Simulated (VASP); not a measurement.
Write the native input for VASP 6.6.1 that does the following.

| Quantity | Value |
| --- | --- |
| Task | relaxation of cell and atoms |
| Functional | r2SCAN |
| Potentials or basis | VASP PAW PBE potentials, release 64 (Fe) |
| Cutoff | 600 eV |
| k mesh | 12 × 12 × 12 |
| Occupations | fermi-dirac, width 0.05 eV |
| Spin | collinear spin, antiferromagnetic start |
| Starting moments | [2.5, -2.5] μB |
| Dipole correction | no |
| Further INCAR settings | ALGO = Normal; EDIFF = 1e-07; IBRION = 2; EDIFFG = -0.01; NSW = 80; ISIF = 3 |

Crystal: Fe.

```
Fe
1.0
     0.00000    2.33426    2.33426
     2.33426    0.00000    2.33426
     2.33426    2.33426    0.00000
Fe
2
Cartesian
  0.0000 0.0000 0.0000
  2.3343 2.3343 2.3343
```

This isn't the form of Fe at room conditions, which is bcc.

The input as run:

POSCAR

```
Fe
1.0
    0.0000000000      2.3342634294      2.3342634294
    2.3342634294      0.0000000000      2.3342634294
    2.3342634294      2.3342634294      0.0000000000
Fe
2
Direct
    0.0000000000      0.0000000000      0.0000000000
    0.5000000000      0.5000000000      0.5000000000
```

INCAR.step1

```
SYSTEM = Fe
PREC = Accurate
ENCUT = 600
ISMEAR = -1
SIGMA = 0.05
LREAL = .FALSE.
LASPH = .TRUE.
NELM = 150
ISPIN = 2
MAGMOM = 2.5 -2.5
LMAXMIX = 4
GGA = PE
ALGO = Normal
EDIFF = 1E-4
LWAVE = .TRUE.
LCHARG = .FALSE.
```

INCAR.step2

```
SYSTEM = Fe
PREC = Accurate
ENCUT = 600
EDIFF = 1E-7
ISMEAR = -1
SIGMA = 0.05
LREAL = .FALSE.
LASPH = .TRUE.
NELM = 150
ALGO = Normal
ISIF = 3
LWAVE = .FALSE.
LCHARG = .FALSE.
ISPIN = 2
MAGMOM = 2.5 -2.5
LORBIT = 11
LMAXMIX = 4
METAGGA = R2SCAN
LMIXTAU = .TRUE.
IBRION = 2
NSW = 80
EDIFFG = -0.01
ISTART = 1
```

KPOINTS

```
Automatic mesh
0
G
  12 12 12
  0 0 0
```

Potentials or basis: VASP PAW PBE potentials, release 64 (Fe).

The run is started by

```sh
$ cat potpaw_PBE.64/Fe/POTCAR > POTCAR
$ cp INCAR.step1 INCAR
$ mpirun -np 1 vasp_std > vasp.out
$ cp INCAR.step2 INCAR
$ mpirun -np 1 vasp_std > vasp.out
```

It gave:

```json
{
 "Relaxed volume": "14.36 Å³/atom",
 "Relaxed cell": "a = 3.438 Å, b = 3.438 Å, c = 3.438 Å, α = 60.00°, β = 60.00°, γ = 60.00°",
 "Space group after relaxing (to 0.1 Å)": "Pm-3m (No. 221)",
 "Energy gained by relaxing": "72.1 meV/atom",
 "Ionic steps": "3",
 "Pressure after relaxing": "0.1 GPa",
 "Band gap on the k mesh": "zero (filled and empty bands overlap)",
 "Net moment": "0.00 μB per cell",
 "Site moments": "Fe +2.82, -2.82 μB",
 "Valence electrons inside the program's atomic spheres": "Fe 7.05"
}
```

Caveat: the antiferromagnetic order is the one typed at the start, and another may lie lower; the PAW data sets were made with another functional, which shifts forces and pressure a little.

Wall time 5.3 min on 1 thread of Intel(R) Xeon(R) 6975P-C (Granite Rapids) (shared host), peak memory 0.21 GiB.
